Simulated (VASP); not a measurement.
# Cu (Fm-3m) in VASP: notebook

Cu is run at these levels: PBE; tasks: single point, relaxation of cell and atoms.

Everything below comes from runs of VASP 6.6.1. Logs are shortened: lines on timing, memory, paths and dates and some standing lists are left out, and cuts for length are marked.

## (1) The cell of the first run

It takes space group Fm-3m (No. 225, cubic). Conventional cell: a = 3.577 Å, b = 3.577 Å, c = 3.577 Å, α = 90.00°, β = 90.00°, γ = 90.00°. Cu (site symmetry m-3m) has 12 Cu at 2.53 Å within 3.3 Å.

## (2) Single point, PBE

Contents of INCAR:

```
SYSTEM = Cu
PREC     = Accurate       ! precision mode
ENCUT    = 520            ! plane-wave cutoff, eV
EDIFF    = 1E-6           ! SCF threshold, eV
ISMEAR   = 0              ! smearing method
SIGMA    = 0.1            ! smearing width, eV
LREAL    = .False.        ! projectors in reciprocal space
LASPH    = .True.         ! aspherical terms in the spheres
NELM     = 100            ! most SCF steps
ALGO     = Normal         ! electronic algorithm
ISIF     = 2              ! what is computed and relaxed
LWAVE    = .False.        ! write WAVECAR
LCHARG   = .False.        ! write CHGCAR
GGA      = PE             ! functional
NBANDS   = 12             ! bands
```

Contents of KPOINTS:

```
regular mesh
0
Gamma
  8 8 8
  0 0 0
```

Contents of POSCAR:

```
Cu
1.0
    0.0000000000      1.7887153400      1.7887153400
    1.7887153400      0.0000000000      1.7887153400
    1.7887153400      1.7887153400      0.0000000000
Cu
1
Direct
    0.0000000000      0.0000000000      0.0000000000
```

Potentials or basis: VASP PAW PBE potentials, release 64 (Cu).

On the command line:

```bash
$ cat potpaw_PBE.64/Cu/POTCAR > POTCAR
$ mpirun -np 1 vasp_std > vasp.out
```

OUTCAR:

```text
SYSTEM = Cu
   PREC = Accurate
   ENCUT = 520
   EDIFF = 1E-6
   ISMEAR = 0
   LREAL = .False.
   LASPH = .True.
   NELM = 100
   ISIF = 2
   GGA = PE

 ion  position               nearest neighbor table
   1  0.000  0.000  0.000-

  LATTYP: Found a face centered cubic cell.
 ALAT       =     3.5774306800

  Lattice vectors:

 A1 = (   0.0000000000,   1.7887153400,   1.7887153400)
 A2 = (   1.7887153400,   0.0000000000,   1.7887153400)
 A3 = (   1.7887153400,   1.7887153400,   0.0000000000)

Analysis of symmetry for initial positions (statically):
=====================================================================
 Subroutine PRICEL returns:
 Original cell was already a primitive cell.

 Routine SETGRP: Setting up the symmetry group for a
 face centered cubic supercell.

 Subroutine GETGRP returns: Found 48 space group operations
 (whereof 48 operations were pure point group operations)
 out of a pool of 48 trial point group operations.

The static configuration has the point symmetry O_h .

Analysis of symmetry for dynamics (positions and initial velocities):
=====================================================================
 Subroutine PRICEL returns:
 Original cell was already a primitive cell.

 Routine SETGRP: Setting up the symmetry group for a
 face centered cubic supercell.

 Subroutine GETGRP returns: Found 48 space group operations
 (whereof 48 operations were pure point group operations)
 out of a pool of 48 trial point group operations.

The dynamic configuration has the point symmetry O_h .

 Subroutine INISYM returns: Found 48 space group operations
 (whereof 48 operations are pure point group operations),
 and found     1 'primitive' translations

----------------------------------------------------------------------------------------

                                     Primitive cell

  volume of cell :      11.4460

  direct lattice vectors                    reciprocal lattice vectors
     0.000000000  1.788715340  1.788715340    -0.279530224  0.279530224  0.279530224
     1.788715340  0.000000000  1.788715340     0.279530224 -0.279530224  0.279530224
     1.788715340  1.788715340  0.000000000     0.279530224  0.279530224 -0.279530224

  length of vectors
     2.529625493  2.529625493  2.529625493     0.484160551  0.484160551  0.484160551

  position of ions in fractional coordinates (direct lattice)
     0.000000000  0.000000000  0.000000000

  ion indices of the primitive-cell ions
   primitive index   ion index
                 1           1

----------------------------------------------------------------------------------------

 KPOINTS: regular mesh

Automatic generation of k-mesh.
 Grid dimensions read from file:
 generate k-points for:    8    8    8

 Generating k-lattice:

  Cartesian coordinates                     Fractional coordinates (reciprocal lattice)
    -0.034941278  0.034941278  0.034941278     0.125000000  0.000000000  0.000000000
     0.034941278 -0.034941278  0.034941278     0.000000000  0.125000000  0.000000000
     0.034941278  0.034941278 -0.034941278     0.000000000  0.000000000  0.125000000

  Length of vectors
     0.060520069  0.060520069  0.060520069

  Shift w.r.t. Gamma in fractional coordinates (k-lattice)
     0.000000000  0.000000000  0.000000000

 Subroutine IBZKPT returns following result:
 ===========================================

 Found     29 irreducible k-points:

 Following reciprocal coordinates:
            Coordinates               Weight
  0.000000  0.000000  0.000000      1.000000
  0.125000  0.000000  0.000000      8.000000
  0.250000  0.000000  0.000000      8.000000
  0.375000  0.000000  0.000000      8.000000
  0.500000  0.000000  0.000000      4.000000
  0.125000  0.125000  0.000000      6.000000
[... 16 lines left out ...]
  0.500000  0.250000  0.125000     48.000000
 -0.375000  0.250000  0.125000     24.000000
 [... further k-points ...]
   k-points           NKPTS =     29   k-points in BZ     NKDIM =     29   number of bands    NBANDS=     12
   number of dos      NEDOS =    301   number of ions     NIONS =      1
   total plane-waves  NPLWV =   8000
   dimension x,y,z NGX =    20 NGY =   20 NGZ =   20
   dimension x,y,z NGXF=    40 NGYF=   40 NGZF=   40
   ions per type =               1
   NGX,Y,Z   is equivalent  to a cutoff of  13.14, 13.14, 13.14 a.u.
   NGXF,Y,Z  is equivalent  to a cutoff of  26.29, 26.29, 26.29 a.u.
 SYSTEM =  Cu
   PREC   = accura    normal or accurate (medium, high low for compatibility)
   ISTART =      0    job   : 0-new  1-cont  2-samecut
   ICHARG =      2    charge: 1-file 2-atom 10-const
   ISPIN  =      1    spin polarized calculation?
   LNONCOLLINEAR =      F non collinear calculations
   LSORBIT =      F    spin-orbit coupling
   LASPH  =      T    aspherical Exc in radial PAW
   ENCUT  =  520.0 eV  38.22 Ry    6.18 a.u.   4.70  4.70  4.70*2*pi/ulx,y,z
   NELM   =    100;   NELMIN=  2; NELMDL= -5     # of ELM steps
   EDIFF  = 0.1E-05   stopping-criterion for ELM
   LREAL  =      F    real-space projection
   EDIFFG = 0.1E-04   stopping-criterion for IOM
   NSW    =      0    number of steps for IOM
   IBRION =     -1    ionic relax: 0-MD 1-quasi-New 2-CG
   NFREE  =      0    steps in history (QN), initial steepest desc. (CG)
   ISIF   =      2    stress and relaxation
   ISYM   =      2    0-nonsym 1-usesym 2-fastsym
   POTIM  = 0.5000    time-step for ionic-motion
   TEBEG  =    0.0;   TEEND  =   0.0 temperature during run
   PSTRESS=    0.0 pullay stress
   NELECT =      11.0000    total number of electrons
   NUPDOWN=      -1.0000    fix difference up-down
   EMIN   =  10.00;   EMAX   =-10.00  energy-range for DOS
   EFERMI =   0.00;   METHOD = LEGACY
   ISMEAR =     0;   SIGMA  =   0.10  broadening in eV -4-tet -1-fermi 0-gaus
   EFERMI_NEDOS =   21; number of points for ismear=-14 and -15
   IALGO  =     38    algorithm
   IMIX   =      4    mixing-type and parameters
     AMIX     =   0.40;   BMIX     =  1.00
     AMIX_MAG =   1.60;   BMIX_MAG =  1.00
  volume/ion in A,a.u.               =      11.45        77.24
  Fermi-wavevector in a.u.,A,eV,Ry     =   1.615553  3.052952 35.511354  2.610011
  Thomas-Fermi vector in A             =   2.710282
   LORBIT       =      0    0 simple, 1 ext, 2 COOP (PROOUT), +10 PAW based schemes
   GGA     = PE    functional components
   LHFCALC =     F    Hartree Fock is set to
   AEXX    =    0.0000 exact exchange contribution
   IVDW    =     0    specifies the selected vdW correction
   LEPSILON=     F    determine dielectric tensor
   LRPA    =     F    only Hartree local field effects (RPA)
 non-spin polarized calculation
 Gauss-broadening in eV      SIGMA  =   0.10
  energy-cutoff  :      520.00
  volume of cell :       11.45
 maximum number of plane-waves:       331
   NGX =  9   NGY =  9   NGZ =  9

 number of electron      11.0000012 magnetization

 Free energy of the ion-electron system (eV)
  ---------------------------------------------------
  ext. energy  EPLUGINS =         0.00000000
  ---------------------------------------------------
  free energy    TOTEN  =        -3.68321698 eV

  energy without entropy =       -3.67999570  energy(sigma->0) =       -3.68160634

 E-fermi :   7.9259     XC(G=0): -12.9075

 val. band max:        7.8524088974   @ k =   0.5000   0.2500   0.1250
 cond. band min:       8.0988626711   @ k =   0.5000   0.1250   0.0000
 fundamental gap:      0.2464537737
 Fermi energy:         7.9259043912

 k-point     1 :       0.0000    0.0000    0.0000
  band No.  band energies     occupation
      1      -1.6111      2.00000
      2       4.8679      2.00000
      3       4.8679      2.00000
      4       4.8679      2.00000
      5       5.7319      2.00000
      6       5.7319      2.00000
      7      30.8258      0.00000
      8      33.7161      0.00000
      9      33.7161      0.00000
     10      33.7161      0.00000
     11      36.2400      0.00000
     12      36.2400      0.00000

 k-point     2 :       0.1250    0.0000    0.0000
  band No.  band energies     occupation
      1      -1.0353      2.00000
      2       4.7518      2.00000
      3       4.9658      2.00000
      4       4.9658      2.00000
      5       5.7010      2.00000
      6       5.7010      2.00000
      7      27.1374      0.00000
      8      31.5277      0.00000
      9      32.5080      0.00000
     10      32.5080      0.00000
     11      38.0760      0.00000
     12      38.1290      0.00000

 k-point     3 :       0.2500    0.0000    0.0000
  band No.  band energies     occupation
      1       0.5550      2.00000
      2       4.5985      2.00000
      3       5.0309      2.00000
      4       5.0309      2.00000
      5       5.8179      2.00000
      6       5.8179      2.00000
      7      20.6964      0.00000
      8      30.7406      0.00000
      9      31.2884      0.00000
     10      31.2884      0.00000
     11      36.9991      0.00000
     12      36.9991      0.00000

 k-point     4 :       0.3750    0.0000    0.0000
  band No.  band energies     occupation
      1       2.2854      2.00000
      2       4.9045      2.00000
      3       4.9045      2.00000
      4       5.2798      2.00000
      5       6.1574      2.00000
      6       6.1574      2.00000
      7      15.0618      0.00000
      8      29.7371      0.00000
      9      30.6840      0.00000
     10      30.6840      0.00000
     11      34.4804      0.00000
     12      34.4805      0.00000

 k-point     5 :       0.5000    0.0000    0.0000
  band No.  band energies     occupation
      1       2.7331      2.00000
      2       4.8319      2.00000
      3       4.8319      2.00000
      4       6.3285      2.00000
      5       6.3285      2.00000
      6       6.8862      2.00000
      7      11.9051      0.00000
      8      29.3025      0.00000
      9      30.5459      0.00000
     10      30.5459      0.00000
     11      33.5143      0.00000
     12      33.5143      0.00000
[... 228 lines left out ...]
      1       2.9214      2.00000
      2       3.4032      2.00000
      3       6.3092      2.00000
      4       6.4787      2.00000
      5       6.4787      2.00000
      6       9.4569      0.00000
      7      15.3219      0.00000
      8      21.3093      0.00000
      9      21.3093      0.00000
     10      25.8858      0.00000
     11      28.7668      0.00000
     12      50.7124      0.00000

 k-point    22 :       0.3750    0.2500    0.1250
  band No.  band energies     occupation
      1       1.8077      2.00000
      2       4.1959      2.00000
      3       4.8569      2.00000
      4       5.5697      2.00000
      5       5.6117      2.00000
      6       6.4520      2.00000
      7      21.5656      0.00000
      8      22.2698      0.00000
      9      27.6165      0.00000
     10      32.1777      0.00000
     11      34.3158      0.00000
     12      38.8953      0.00000

 k-point    23 :       0.5000    0.2500    0.1250
  band No.  band energies     occupation
      1       3.2076      2.00000
      2       4.2483      2.00000
      3       4.5784      2.00000
      4       5.4403      2.00000
      5       6.0849      2.00000
      6       7.8524      1.70137
      7      16.1743      0.00000
      8      21.7235      0.00000
      9      24.6997      0.00000
     10      32.3039      0.00000
     11      35.9011      0.00000
     12      39.8155      0.00000

 k-point    24 :      -0.3750    0.2500    0.1250
  band No.  band energies     occupation
      1       3.5232      2.00000
      2       4.2376      2.00000
      3       4.7907      2.00000
      4       5.3334      2.00000
      5       6.2701      2.00000
      6      10.1179      0.00000
      7      12.3968      0.00000
      8      22.4135      0.00000
      9      22.9114      0.00000
     10      31.9938      0.00000
     11      35.7900      0.00000
     12      43.3154      0.00000

 [... further k-points ...]
[... 5 lines left out ...]
  --------------------------------------------------------------------------------------
  -------------------------------------------------------------------------------------
  Total        0.5926201      0.5926201      0.5926201      0.0000000      0.0000000      0.0000000
  in kB       82.9532217     82.9532217     82.9532217      0.0000000      0.0000000      0.0000000
  external PRESSURE =      82.9532217 kB  Pullay stress =       0.0000000 kB

 VOLUME and BASIS-vectors are now :
 -----------------------------------------------------------------------------
  energy-cutoff  :      520.00
  volume of cell :       11.45
      direct lattice vectors                 reciprocal lattice vectors
     0.000000000  1.788715340  1.788715340    -0.279530224  0.279530224  0.279530224
     1.788715340  0.000000000  1.788715340     0.279530224 -0.279530224  0.279530224
     1.788715340  1.788715340  0.000000000     0.279530224  0.279530224 -0.279530224

 POSITION                                       TOTAL-FORCE (eV/Angst)
 -----------------------------------------------------------------------------------
      0.00000      0.00000      0.00000         0.000000      0.000000      0.000000
 -----------------------------------------------------------------------------------
    total drift:                                0.000000      0.000000      0.000000

  FREE ENERGIE OF THE ION-ELECTRON SYSTEM (eV)
  ---------------------------------------------------
  free  energy   TOTEN  =        -3.6832169822 eV

  energy  without entropy=       -3.6799956984  energy(sigma->0) =       -3.68160634
```

Run time: 4.1 s. Hardware: 1 thread of Intel Xeon Platinum 8375C at 2.90GHz (Ice Lake), shared host; peak memory 0.12 GiB.

What came out:

| Quantity | Value |
| --- | --- |
| Free energy | -3.6832 eV |
| Pressure | 8.3 GPa |

Caveat: the k points lie up to 0.38 Å⁻¹ apart.

## (3) Single point, PBE

This run uses another cell than the first one, of 11.96 Å³/atom, 1.045 times its volume.

Edit INCAR of step 2 so:

```diff
@@ -8,3 +8,3 @@
 LASPH    = .True.         ! aspherical terms in the spheres
-NELM     = 100            ! most SCF steps
+NELM     = 60             ! most SCF steps
 ALGO     = Normal         ! electronic algorithm
@@ -12,4 +12,6 @@
 LWAVE    = .False.        ! write WAVECAR
-LCHARG   = .False.        ! write CHGCAR
+LCHARG   = .True.         ! write CHGCAR
 GGA      = PE             ! functional
+LELF     = .True.         ! ELF
+LVHAR    = .True.       
 NBANDS   = 12             ! bands
```

Contents of KPOINTS:

```
Automatic mesh
0
Gamma
  20 20 20
  0 0 0
```

Contents of POSCAR:

```
Cu
1.0
    0.0000000000      1.8149014086      1.8149014086
    1.8149014086      0.0000000000      1.8149014086
    1.8149014086      1.8149014086      0.0000000000
Cu
1
Direct
    0.0000000000      0.0000000000      0.0000000000
```

Potentials or basis: VASP PAW PBE potentials, release 64 (Cu).

On the command line:

```bash
$ cat potpaw_PBE.64/Cu/POTCAR > POTCAR
$ mpirun -np 1 vasp_std > vasp.out
```

Run time: 26 s. Hardware: 1 thread of Intel Xeon Platinum 8375C at 2.90GHz (Ice Lake), shared host; peak memory 0.15 GiB.

Results (log left out):

* Free energy: -3.7294 eV
* Pressure: 0.6 GPa

Levels at points of the mesh, in eV from the Fermi level:
```csv
k point,band 3,band 4,band 5,band 6,band 7,band 8,band 9,band 10
"(0.00, 0.00, 0.00)",-2.96,-2.96,-2.16,-2.16,22.52,25.07,25.07,25.07
"(0.50, 0.00, 0.00)",-2.99,-1.60,-1.60,-0.94,3.72,21.02,21.91,21.91
"(0.50, 0.50, 0.00)",-1.62,-1.46,-1.46,1.53,7.06,13.01,13.01,17.48
```

## (4) Relaxation of cell and atoms, PBE

Contents of INCAR:

```
  PREC = Accurate
  ENCUT = 600
  EDIFF = 1E-6
  ISMEAR = 0
  SIGMA = 0.1
  LREAL = False
  LASPH = True
  NELM = 80
  ALGO = Normal
  ISIF = 3
  LWAVE = False
  LCHARG = False
  GGA = PE
  IBRION = 2
  NSW = 100
  EDIFFG = -0.005
```

Contents of KPOINTS:

```
regular mesh
0
Gamma
  20 20 20
```

Contents of POSCAR:

```
Cu
1.0
    0.0000000000      1.7887153400      1.7887153400
    1.7887153400      0.0000000000      1.7887153400
    1.7887153400      1.7887153400      0.0000000000
Cu
1
Direct
    0.0000000000      0.0000000000      0.0000000000
```

On the command line:

```bash
$ cat potpaw_PBE.64/Cu/POTCAR > POTCAR
$ mpirun -np 1 vasp_std > vasp.out
```

It took 47 s on 1 thread of Intel Xeon Platinum 8375C at 2.90GHz (Ice Lake), shared host; peak memory 0.16 GiB.

It converged, with:

| Item | Value |
| --- | --- |
| Free energy | -3.7295 eV |
| Relaxed volume | 12.01 Å³/atom |
| Relaxed cell | a = 2.570 Å, b = 2.570 Å, c = 2.570 Å, α = 60.00°, β = 60.00°, γ = 60.00° |
| Space group after relaxing (to 0.05 Å) | Fm-3m (No. 225) |
| Energy gained by relaxing | 12.4 meV/atom |
| Ionic steps | 3 |
| Pressure after relaxing | 0.0 GPa |

Step by step:
```
step  energy change (eV)  largest force (eV/Å)  pressure (GPa)  volume (Å³)
   1              0.0000                0.0000            7.44        11.45
   2             -0.0085                0.0000           -3.57        12.35
   3             -0.0124                0.0000            0.02        12.01
```

Final structure:
```xyz
1
Lattice="0.0000 1.8175 1.8175 1.8175 0.0000 1.8175 1.8175 1.8175 0.0000" Properties=species:S:1:pos:R:3 pbc="T T T"
Cu    0.0000    0.0000    0.0000
```

Levels at points of the mesh, in eV from the Fermi level:
```tsv
k point	band 3	band 4	band 5	band 6	band 7	band 8	band 9
(0.00, 0.00, 0.00)	-2.95	-2.95	-2.15	-2.15	22.49	25.00	25.00
(0.50, 0.00, 0.00)	-2.98	-1.59	-1.59	-0.93	3.70	20.99	21.84
(0.50, 0.50, 0.00)	-1.61	-1.45	-1.45	1.54	7.03	12.98	12.98
```

## (5) The runs side by side

```tsv
task	cell	k mesh	cutoff (eV)	gap on the mesh (eV)	pressure (GPa)
single point	a = 2.530 Å, angles 60.0°, 1 atom	8 × 8 × 8	520	none	8.3
single point	a = 2.567 Å, angles 60.0°, 1 atom	20 × 20 × 20	520	none	0.6
relaxation of cell and atoms	relaxed from a = 2.530 Å, angles 60.0°, 1 atom	20 × 20 × 20	600	none	0.0
```

Alike in all rows: level PBE; potentials or basis VASP PAW PBE potentials, release 64 (Cu); no spin polarisation; smearing gaussian 0.1 eV.

Caveats: some runs use coarse meshes.

Total energies depend on the potentials used, so only differences within one code and one set of settings carry meaning.
